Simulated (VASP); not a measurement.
Wanted: the native input for a VASP 6.6.1 run.

```
Task                   : relaxation of cell and atoms
Functional             : PBE
Potentials or basis    : VASP PAW PBE potentials, release 64 (Tl_d)
Cutoff                 : 600 eV
k mesh                 : 15 × 15 × 6
Occupations            : gaussian, width 0.1 eV
Spin                   : no spin polarisation
Dipole correction      : no
Further INCAR settings : ALGO = Normal; EDIFF = 1e-06; IBRION = 2; EDIFFG = -0.01; NSW = 65; ISIF = 3
```

The structure of Tl lies in POSCAR:

```
Tl
1.0
    3.6120709610      0.0000000000      0.0000000000
   -1.8060354805      3.1281452125      0.0000000000
    0.0000000000      0.0000000000      8.3475785367
Tl
3
Direct
    0.0000000000      0.0000000000      0.0000000000
    0.3333333333      0.6666666667      0.3333333333
    0.6666666667      0.3333333333      0.6666666667
```

The input as run:

INCAR

```
PREC = Accurate
ENCUT = 600
EDIFF = 1E-6
ISMEAR = 0
SIGMA = 0.1
LREAL = F
LASPH = T
NELM = 100
ALGO = Normal
ISIF = 3
LWAVE = F
LCHARG = F
GGA = PE
IBRION = 2
NSW = 65
EDIFFG = -0.01
```

KPOINTS

```
regular mesh
0
Gamma
  15 15 6
```

Potentials or basis: VASP PAW PBE potentials, release 64 (Tl_d).

Run with:

```console
$ cat potpaw_PBE.64/Tl_d/POTCAR > POTCAR
$ mpirun -np 1 vasp_std > vasp.out
```

Results of the run:

```
Relaxed volume                         : 31.03 Å³/atom
Relaxed cell                           : a = 3.519 Å, b = 3.519 Å, c = 8.677 Å, α = 90.00°, β = 90.00°, γ = 120.00°
Space group after relaxing (to 0.05 Å) : Fm-3m (No. 225)
Energy gained by relaxing              : 6.4 meV/atom
Ionic steps                            : 7
Pressure after relaxing                : 0.0 GPa
```

It took 18 min on 1 thread of Intel(R) Xeon(R) Platinum 8488C (Sapphire Rapids) (shared host), peak memory 0.46 GiB.
